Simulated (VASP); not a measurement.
Input of a VASP 6.6.1 run:

The input INCAR:

```
PREC = Accurate ; ENCUT = 520
EDIFF = 1E-6 ; ISMEAR = 0
SIGMA = 0.2 ; LREAL = F
LASPH = T ; NELM = 80
ALGO = Fast ; ISIF = 2
LWAVE = F ; LCHARG = F
GGA = PE ; NBANDS = 46
```

KPOINTS

```
Automatic mesh
0
Gamma
  6 6 2
```

Contents of POSCAR:

```
Al2CdPb4
1.0
    3.6111852692      0.0000000000      0.0000000000
   -1.8055926346      3.1273781809      0.0000000000
    0.0000000000      0.0000000000     17.2684751084
Al Cd Pb
2 1 4
Direct
    0.0000000000      0.0000000000      0.2176599868
    0.0000000000      0.0000000000      0.7823400132
    0.0000000000      0.0000000000      0.5000000000
    0.6666666667      0.3333333333      0.3492634636
    0.3333333333      0.6666666667      0.6507365364
    0.3333333333      0.6666666667      0.9140976087
    0.6666666667      0.3333333333      0.0859023913
```

Potentials or basis: VASP PAW PBE potentials, release 64 (Al, Cd, Pb_d).

The run is started by

```console
$ cat potpaw_PBE.64/Al/POTCAR potpaw_PBE.64/Cd/POTCAR potpaw_PBE.64/Pb_d/POTCAR > POTCAR
$ mpirun -np 1 vasp_std > vasp.out
```

Question: Estimate the largest force.

Answer: 0.054 eV/Å.

Question: Estimate the band gap on the k mesh.

Answer: Zero (band 37 reaches 10.25 eV, above the bottom of band 38 at 4.55 eV).

Question: What does it give for the pressure?

Answer: 0.2 GPa.

Forces on the atoms (eV/Å):
```
Al   0.000  0.000  0.037
Al   0.000  0.000 -0.037
Cd   0.000  0.000  0.000
Pb   0.000  0.000 -0.029
Pb   0.000  0.000  0.029
Pb   0.000  0.000  0.054
Pb   0.000  0.000 -0.054
```

Caveat: spin-orbit coupling is left out, which moves the levels of the heavy elements.
